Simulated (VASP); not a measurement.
# Mo2PbAu2 (P4/mbm) in VASP: settings compared

The runs below take Mo2PbAu2 through single point, with LDA, PBE+U.

Program: VASP 6.6.1. These are calculated values, not measurements. Logs are shortened: lines on timing, memory, paths and dates and some standing lists are left out, and cuts for length are marked.

## (1) The cell of the first run

Symmetry: P4/mbm, No. 127, tetragonal system. The conventional cell has a = 7.326 Å, b = 7.326 Å, c = 3.625 Å, α = 90.00°, β = 90.00°, γ = 90.00°. Within 3.4 Å of Au (site symmetry m2m) lie 1 Au at 2.55 Å and 6 Mo at 2.74 to 2.88 Å and 2 Pb at 2.90 Å. Pb (site symmetry 4/m) has 4 Au at 2.90 Å and 8 Mo at 3.25 Å and 2 Pb at 3.62 Å within 3.8 Å. Within 3.9 Å of Mo (site symmetry m2m) lie 6 Au at 2.74 to 2.88 Å and 4 Pb at 3.25 Å and 7 Mo at 3.62 to 3.81 Å.

## (2) Single point, LDA

INCAR reads:

```
SYSTEM = Mo2PbAu2
PREC     = Accurate       ! precision mode
ENCUT    = 520            ! plane-wave cutoff, eV
EDIFF    = 1E-7           ! SCF threshold, eV
ISMEAR   = -1             ! smearing method
SIGMA    = 0.1            ! smearing width, eV
LREAL    = .FALSE.        ! projectors in reciprocal space
LASPH    = .TRUE.         ! aspherical terms in the spheres
NELM     = 100            ! most SCF steps
ALGO     = Normal         ! electronic algorithm
ISIF     = 2              ! what is computed and relaxed
LWAVE    = .FALSE.        ! write WAVECAR
LCHARG   = .FALSE.        ! write CHGCAR
GGA      = CA             ! functional
NBANDS   = 75             ! bands
```

KPOINTS reads:

```
regular mesh
0
G
  3 3 5
  0 0 0
```

POSCAR reads:

```
Mo2PbAu2
1.0
    7.3262545100      0.0000000000      0.0000000000
    0.0000000000      7.3262545100      0.0000000000
    0.0000000000      0.0000000000      3.6245666400
Au Pb Mo
4 2 4
Direct
    0.3767000000      0.8767000000      0.0000000000
    0.1233000000      0.3767000000      0.0000000000
    0.6233000000      0.1233000000      0.0000000000
    0.8767000000      0.6233000000      0.0000000000
    0.0000000000      0.0000000000      0.0000000000
    0.5000000000      0.5000000000      0.0000000000
    0.1778000000      0.6778000000      0.5000000000
    0.3222000000      0.1778000000      0.5000000000
    0.8222000000      0.3222000000      0.5000000000
    0.6778000000      0.8222000000      0.5000000000
```

Potentials or basis: VASP PAW LDA potentials, release 64 (Au, Pb_d, Mo_sv).

Launch:

```sh
> cat potpaw_LDA.64/Au/POTCAR potpaw_LDA.64/Pb_d/POTCAR potpaw_LDA.64/Mo_sv/POTCAR > POTCAR
> mpirun -np 1 vasp_std > vasp.out
```

OUTCAR:

```text
SYSTEM = Mo2PbAu2
   PREC = Accurate
   ENCUT = 520
   EDIFF = 1E-7
   ISMEAR = -1
   LREAL = .FALSE.
   LASPH = .TRUE.
   NELM = 100
   ISIF = 2
   GGA = CA

 ion  position               nearest neighbor table
   1  0.377  0.877  0.000-   3 2.55   7 2.74   7 2.74  10 2.88   8 2.88   8 2.88  10 2.88   5 2.90
                             6 2.90
   2  0.123  0.377  0.000-   4 2.55   8 2.74   8 2.74   9 2.88   7 2.88   7 2.88   9 2.88   5 2.90
                             6 2.90
   3  0.623  0.123  0.000-   1 2.55   9 2.74   9 2.74  10 2.88   8 2.88   8 2.88  10 2.88   5 2.90
                             6 2.90
   4  0.877  0.623  0.000-   2 2.55  10 2.74  10 2.74   7 2.88   7 2.88   9 2.88   9 2.88   5 2.90
                             6 2.90
   5  0.000  0.000  0.000-   1 2.90   2 2.90   3 2.90   4 2.90   7 3.25   8 3.25   9 3.25  10 3.25
                             7 3.25   8 3.25   9 3.25  10 3.25
   6  0.500  0.500  0.000-   1 2.90   2 2.90   3 2.90   4 2.90   7 3.25   8 3.25   9 3.25  10 3.25
                             7 3.25   8 3.25   9 3.25  10 3.25
   7  0.178  0.678  0.500-   1 2.74   1 2.74   4 2.88   2 2.88   2 2.88   4 2.88   6 3.25   5 3.25
                             5 3.25   6 3.25
   8  0.322  0.178  0.500-   2 2.74   2 2.74   3 2.88   1 2.88   1 2.88   3 2.88   6 3.25   5 3.25
                             5 3.25   6 3.25
   9  0.822  0.322  0.500-   3 2.74   3 2.74   4 2.88   2 2.88   2 2.88   4 2.88   6 3.25   5 3.25
                             5 3.25   6 3.25
  10  0.678  0.822  0.500-   4 2.74   4 2.74   1 2.88   1 2.88   3 2.88   3 2.88   6 3.25   5 3.25
                             5 3.25   6 3.25

  LATTYP: Found a simple tetragonal cell.
 ALAT       =     7.3262545100
 C/A-ratio  =     0.4947366536

  Lattice vectors:

 A1 = (   7.3262545100,   0.0000000000,   0.0000000000)
 A2 = (   0.0000000000,   7.3262545100,   0.0000000000)
 A3 = (   0.0000000000,   0.0000000000,   3.6245666400)

Analysis of symmetry for initial positions (statically):
=====================================================================
 Subroutine PRICEL returns:
 Original cell was already a primitive cell.

 Routine SETGRP: Setting up the symmetry group for a
 simple tetragonal supercell.

 Subroutine GETGRP returns: Found 16 space group operations
 (whereof  8 operations were pure point group operations)
 out of a pool of 16 trial point group operations.

The static configuration has the point symmetry C_4h.
 The point group associated with its full space group is D_4h.

Analysis of symmetry for dynamics (positions and initial velocities):
=====================================================================
 Subroutine PRICEL returns:
 Original cell was already a primitive cell.

 Routine SETGRP: Setting up the symmetry group for a
 simple tetragonal supercell.

 Subroutine GETGRP returns: Found 16 space group operations
 (whereof  8 operations were pure point group operations)
 out of a pool of 16 trial point group operations.

The dynamic configuration has the point symmetry C_4h.
 The point group associated with its full space group is D_4h.

 Subroutine INISYM returns: Found 16 space group operations
 (whereof  8 operations are pure point group operations),
 and found     1 'primitive' translations

----------------------------------------------------------------------------------------

                                     Primitive cell

  volume of cell :     194.5450

  direct lattice vectors                    reciprocal lattice vectors
     7.326254510  0.000000000  0.000000000     0.136495395  0.000000000  0.000000000
     0.000000000  7.326254510  0.000000000     0.000000000  0.136495395  0.000000000
     0.000000000  0.000000000  3.624566640     0.000000000  0.000000000  0.275895052

  length of vectors
     7.326254510  7.326254510  3.624566640     0.136495395  0.136495395  0.275895052

  position of ions in fractional coordinates (direct lattice)
     0.376700000  0.876700000  0.000000000
     0.123300000  0.376700000  0.000000000
     0.623300000  0.123300000  0.000000000
     0.876700000  0.623300000  0.000000000
     0.000000000  0.000000000  0.000000000
     0.500000000  0.500000000  0.000000000
     0.177800000  0.677800000  0.500000000
     0.322200000  0.177800000  0.500000000
     0.822200000  0.322200000  0.500000000
     0.677800000  0.822200000  0.500000000

  ion indices of the primitive-cell ions
   primitive index   ion index
                 1           1
                 2           2
                 3           3
                 4           4
                 5           5
                 6           6
                 7           7
                 8           8
                 9           9
                10          10

----------------------------------------------------------------------------------------

 KPOINTS: regular mesh

Automatic generation of k-mesh.
 Grid dimensions read from file:
 generate k-points for:    3    3    5

 Generating k-lattice:

  Cartesian coordinates                     Fractional coordinates (reciprocal lattice)
     0.045498465  0.000000000  0.000000000     0.333333333  0.000000000  0.000000000
     0.000000000  0.045498465  0.000000000     0.000000000  0.333333333  0.000000000
     0.000000000  0.000000000  0.055179010     0.000000000  0.000000000  0.200000000

  Length of vectors
     0.045498465  0.045498465  0.055179010

  Shift w.r.t. Gamma in fractional coordinates (k-lattice)
     0.000000000  0.000000000  0.000000000

 Subroutine IBZKPT returns following result:
 ===========================================

 Found      9 irreducible k-points:

 Following reciprocal coordinates:
            Coordinates               Weight
  0.000000  0.000000  0.000000      1.000000
  0.333333  0.000000  0.000000      4.000000
  0.333333  0.333333  0.000000      4.000000
  0.000000  0.000000  0.200000      2.000000
  0.333333  0.000000  0.200000      8.000000
  0.333333  0.333333  0.200000      8.000000
  0.000000  0.000000  0.400000      2.000000
  0.333333  0.000000  0.400000      8.000000
  0.333333  0.333333  0.400000      8.000000
   k-points           NKPTS =      9   k-points in BZ     NKDIM =      9   number of bands    NBANDS=     75
   number of dos      NEDOS =    301   number of ions     NIONS =     10
   total plane-waves  NPLWV =  81648
   dimension x,y,z NGX =    54 NGY =   54 NGZ =   28
   dimension x,y,z NGXF=   108 NGYF=  108 NGZF=   56
   ions per type =               4   2   4
   NGX,Y,Z   is equivalent  to a cutoff of  12.25, 12.25, 12.84 a.u.
   NGXF,Y,Z  is equivalent  to a cutoff of  24.51, 24.51, 25.69 a.u.
 SYSTEM =  Mo2PbAu2
   PREC   = accura    normal or accurate (medium, high low for compatibility)
   ISTART =      0    job   : 0-new  1-cont  2-samecut
   ICHARG =      2    charge: 1-file 2-atom 10-const
   ISPIN  =      1    spin polarized calculation?
   LNONCOLLINEAR =      F non collinear calculations
   LSORBIT =      F    spin-orbit coupling
   LASPH  =      T    aspherical Exc in radial PAW
   ENCUT  =  520.0 eV  38.22 Ry    6.18 a.u.  13.62 13.62  6.74*2*pi/ulx,y,z
   NELM   =    100;   NELMIN=  2; NELMDL= -5     # of ELM steps
   EDIFF  = 0.1E-06   stopping-criterion for ELM
   LREAL  =      F    real-space projection
   EDIFFG = 0.1E-05   stopping-criterion for IOM
   NSW    =      0    number of steps for IOM
   IBRION =     -1    ionic relax: 0-MD 1-quasi-New 2-CG
   NFREE  =      0    steps in history (QN), initial steepest desc. (CG)
   ISIF   =      2    stress and relaxation
   ISYM   =      2    0-nonsym 1-usesym 2-fastsym
   POTIM  = 0.5000    time-step for ionic-motion
   TEBEG  =    0.0;   TEEND  =   0.0 temperature during run
   PSTRESS=    0.0 pullay stress
   NELECT =     128.0000    total number of electrons
   NUPDOWN=      -1.0000    fix difference up-down
   EMIN   =  10.00;   EMAX   =-10.00  energy-range for DOS
   EFERMI =   0.00;   METHOD = LEGACY
   ISMEAR =    -1;   SIGMA  =   0.10  broadening in eV -4-tet -1-fermi 0-gaus
   EFERMI_NEDOS =   21; number of points for ismear=-14 and -15
   IALGO  =     38    algorithm
   IMIX   =      4    mixing-type and parameters
     AMIX     =   0.40;   BMIX     =  1.00
     AMIX_MAG =   1.60;   BMIX_MAG =  1.00
  volume/ion in A,a.u.               =      19.45       131.29
  Fermi-wavevector in a.u.,A,eV,Ry     =   1.423874  2.690731 27.584672  2.027416
  Thomas-Fermi vector in A             =   2.544425
   LORBIT       =      0    0 simple, 1 ext, 2 COOP (PROOUT), +10 PAW based schemes
   GGA     = CA    functional components
   LHFCALC =     F    Hartree Fock is set to
   AEXX    =    0.0000 exact exchange contribution
   IVDW    =     0    specifies the selected vdW correction
   LEPSILON=     F    determine dielectric tensor
   LRPA    =     F    only Hartree local field effects (RPA)
 non-spin polarized calculation
  energy-cutoff  :      520.00
  volume of cell :      194.55
 maximum number of plane-waves:      5261
 NGX is ok and might be reduce to    54
   NGX = 27   NGY = 27   NGZ = 13

 number of electron     127.9999992 magnetization

 Free energy of the ion-electron system (eV)
  ---------------------------------------------------
  ext. energy  EPLUGINS =         0.00000000
  ---------------------------------------------------
  free energy    TOTEN  =       -65.97233856 eV

  energy without entropy =      -65.45348136  energy(sigma->0) =      -65.71290996

 E-fermi :   9.6195     XC(G=0): -12.3699

 val. band max:        9.6026549640   @ k =   0.3333   0.0000   0.2000
 cond. band min:       9.6251719021   @ k =   0.3333   0.0000   0.0000
 fundamental gap:      0.0225169381
 Fermi energy:         9.6194931037

 k-point     1 :       0.0000    0.0000    0.0000
  band No.  band energies     occupation
      1     -51.3015      2.00000
      2     -51.2987      2.00000
      3     -51.2987      2.00000
      4     -51.2984      2.00000
      5     -25.6049      2.00000
      6     -25.5766      2.00000
[... 67 lines left out ...]
     74      11.1713      0.00000
     75      11.3485      0.00000
[... 622 lines left out ...]
     74      11.3022      0.00000
     75      11.4731      0.00000

------------------------ aborting loop because EDIFF is reached ----------------------------------------

  FORCE on cell =-STRESS in cart. coord.  units (eV):
  Direction    XX          YY          ZZ          XY          YZ          ZX
  --------------------------------------------------------------------------------------
  -------------------------------------------------------------------------------------
  Total      -10.5524355    -10.5524355    -14.8824462      0.0000000      0.0000000      0.0000000
  in kB      -86.9046866    -86.9046866   -122.5645318      0.0000000      0.0000000      0.0000000
  external PRESSURE =     -98.7913017 kB  Pullay stress =       0.0000000 kB

 VOLUME and BASIS-vectors are now :
 -----------------------------------------------------------------------------
  energy-cutoff  :      520.00
  volume of cell :      194.55
      direct lattice vectors                 reciprocal lattice vectors
     7.326254510  0.000000000  0.000000000     0.136495395  0.000000000  0.000000000
     0.000000000  7.326254510  0.000000000     0.000000000  0.136495395  0.000000000
     0.000000000  0.000000000  3.624566640     0.000000000  0.000000000  0.275895052

 POSITION                                       TOTAL-FORCE (eV/Angst)
 -----------------------------------------------------------------------------------
      2.75980      6.42293      0.00000        -0.305688     -0.305688      0.000000
      0.90333      2.75980      0.00000         0.305688     -0.305688      0.000000
      4.56645      0.90333      0.00000         0.305688      0.305688     -0.000000
      6.42293      4.56645      0.00000        -0.305688      0.305688     -0.000000
      0.00000      0.00000      0.00000         0.000000     -0.000000      0.000000
      3.66313      3.66313      0.00000         0.000000     -0.000000      0.000000
      1.30261      4.96574      1.81228        -0.731394     -0.731394      0.000000
      2.36052      1.30261      1.81228         0.731394     -0.731394     -0.000000
      6.02365      2.36052      1.81228         0.731394      0.731394      0.000000
      4.96574      6.02365      1.81228        -0.731394      0.731394      0.000000
 -----------------------------------------------------------------------------------
    total drift:                                0.000000      0.000000      0.000000

  FREE ENERGIE OF THE ION-ELECTRON SYSTEM (eV)
  ---------------------------------------------------
  free  energy   TOTEN  =       -65.9723385575 eV

  energy  without entropy=      -65.4534813649  energy(sigma->0) =      -65.71290996
```

Run time: 2.9 min. Hardware: 1 thread of Intel Xeon Platinum 8375C at 2.90GHz (Ice Lake), shared host; peak memory 0.28 GiB.

What came out:

```
Free energy            : -65.9723 eV
Pressure               : -9.9 GPa
Largest force          : 1.034 eV/Å
Band gap on the k mesh : zero (bands 64 and 65 overlap by 0.22 eV)
```

Forces on the atoms (eV/Å):
```
Au  -0.306 -0.306  0.000
Au   0.306 -0.306  0.000
Au   0.306  0.306  0.000
Au  -0.306  0.306  0.000
Pb   0.000  0.000  0.000
Pb   0.000  0.000  0.000
Mo  -0.731 -0.731  0.000
Mo   0.731 -0.731  0.000
Mo   0.731  0.731  0.000
Mo  -0.731  0.731  0.000
```

Levels at points of the mesh, in eV from the Fermi level:
```csv
k point,band 62,band 63,band 64,band 65,band 66,band 67
"(0.00, 0.00, 0.00)",-0.33,-0.33,-0.04,-0.04,0.12,0.20
```

Caveat: the cell stands under tension; spin-orbit coupling is left out, which moves the levels of the heavy elements; forces of over 1 eV/Å act on the atoms, so gaps and moduli don't describe the material at rest.

## (3) Single point, LDA

INCAR reads:

```
ALGO     = Normal         # electronic algorithm
EDIFF    = 1E-7           # SCF threshold, eV
ENCUT    = 520            # plane-wave cutoff, eV
ISIF     = 2              # what is computed and relaxed
ISMEAR   = -1             # smearing method
LASPH    = True           # aspherical terms in the spheres
LCHARG   = False          # write CHGCAR
LREAL    = False          # projectors in reciprocal space
LWAVE    = False          # write WAVECAR
NBANDS   = 75             # bands
NELM     = 100            # most SCF steps
PREC     = Accurate       # precision mode
SIGMA    = 0.1            # smearing width, eV
```

KPOINTS reads:

```
k-points
0
Gamma
  3 3 5
```

POSCAR is that of step 2.

Potentials or basis: VASP PAW LDA potentials, release 64 (Au, Pb_d, Mo_sv).

Launch:

```sh
> cat potpaw_LDA.64/Au/POTCAR potpaw_LDA.64/Pb_d/POTCAR potpaw_LDA.64/Mo_sv/POTCAR > POTCAR
> mpirun -np 1 vasp_std > vasp.out
```

Run time: 2.5 min. Hardware: 1 thread of Intel Xeon Platinum 8375C at 2.90GHz (Ice Lake), shared host; peak memory 0.28 GiB.

The run converged. Its results:

```yaml
Free_energy: -65.9723 eV
Pressure: -9.9 GPa
Largest_force: 1.034 eV/Å
Band_gap_on_the_k_mesh: zero (bands 64 and 65 overlap by 0.22 eV)
```

Forces in eV/Å, atoms in the order of the input:
```
Au  -0.306 -0.306  0.000
Au   0.306 -0.306  0.000
Au   0.306  0.306  0.000
Au  -0.306  0.306  0.000
Pb   0.000  0.000  0.000
Pb   0.000  0.000  0.000
Mo  -0.731 -0.731  0.000
Mo   0.731 -0.731  0.000
Mo   0.731  0.731  0.000
Mo  -0.731  0.731  0.000
```

Stress tensor (GPa, compression positive):
```
 -8.69   0.00   0.00
  0.00  -8.69   0.00
  0.00   0.00 -12.26
```

Levels at points of the mesh, in eV from the Fermi level:
| k point | band 62 | band 63 | band 64 | band 65 | band 66 | band 67 |
| --- | --- | --- | --- | --- | --- | --- |
| (0.00, 0.00, 0.00) | -0.33 | -0.33 | -0.04 | -0.04 | 0.12 | 0.20 |

Caveat: the cell stands under tension; spin-orbit coupling is left out, which moves the levels of the heavy elements; forces of over 1 eV/Å act on the atoms, so gaps and moduli don't describe the material at rest.

## (4) Single point, PBE+U

INCAR reads:

```
SYSTEM = Mo2PbAu2
ALGO = Normal
EDIFF = 1E-6
ENCUT = 520
GGA = PE
ISIF = 2
ISMEAR = -1
LASPH = .True.
LCHARG = .False.
LDAU = .True.
LDAUJ = 0 0 0
LDAUL = -1 -1 2
LDAUPRINT = 1
LDAUTYPE = 2
LDAUU = 0 0 2
LMAXMIX = 4
LREAL = .False.
LWAVE = .False.
NBANDS = 75
NELM = 150
PREC = Accurate
SIGMA = 0.1
```

KPOINTS reads:

```
k-points
0
Gamma
  3 3 5
  0 0 0
```

POSCAR is that of step 3.

Potentials or basis: VASP PAW PBE potentials, release 64 (Au, Pb_d, Mo_sv).

Launch:

```sh
> cat potpaw_PBE.64/Au/POTCAR potpaw_PBE.64/Pb_d/POTCAR potpaw_PBE.64/Mo_sv/POTCAR > POTCAR
> mpirun -np 1 vasp_std > vasp.out
```

It took 2.8 min on 1 thread of Intel Xeon Platinum 8375C at 2.90GHz (Ice Lake), shared host; peak memory 0.33 GiB.

It converged, with:

```
Free energy            : -45.7193 eV
Pressure               : 0.1 GPa
Largest force          : 0.950 eV/Å
Band gap on the k mesh : zero (bands 64 and 65 overlap by 0.17 eV)
```

Forces on the atoms (eV/Å):
```
Au  -0.448 -0.448  0.000
Au   0.448 -0.448  0.000
Au   0.448  0.448  0.000
Au  -0.448  0.448  0.000
Pb   0.000  0.000  0.000
Pb   0.000  0.000  0.000
Mo  -0.672 -0.672  0.000
Mo   0.672 -0.672  0.000
Mo   0.672  0.672  0.000
Mo  -0.672  0.672  0.000
```

Stress tensor (GPa, compression positive):
```
 1.43  0.00  0.00
 0.00  1.43  0.00
 0.00  0.00 -2.55
```

Levels at points of the mesh, in eV from the Fermi level:
```csv
k point,band 62,band 63,band 64,band 65,band 66,band 67
"(0.00, 0.00, 0.00)",-0.31,-0.31,0.02,0.02,0.13,0.23
```

Eigenvalues of the final occupation matrices:
```csv
site,spin,trace,eigenvalues
site 7 d,1,1.89,0.29 0.36 0.37 0.42 0.45
site 7 d,2,1.89,0.29 0.36 0.37 0.42 0.45
site 8 d,1,1.89,0.29 0.36 0.37 0.42 0.45
site 8 d,2,1.89,0.29 0.36 0.37 0.42 0.45
site 9 d,1,1.89,0.29 0.36 0.37 0.42 0.45
site 9 d,2,1.89,0.29 0.36 0.37 0.42 0.45
site 10 d,1,1.89,0.29 0.36 0.37 0.42 0.45
site 10 d,2,1.89,0.29 0.36 0.37 0.42 0.45
```

Caveat: spin-orbit coupling is left out, which moves the levels of the heavy elements; U without spin polarisation on a metal has little footing; the U is typed as a test and isn't derived for this compound.
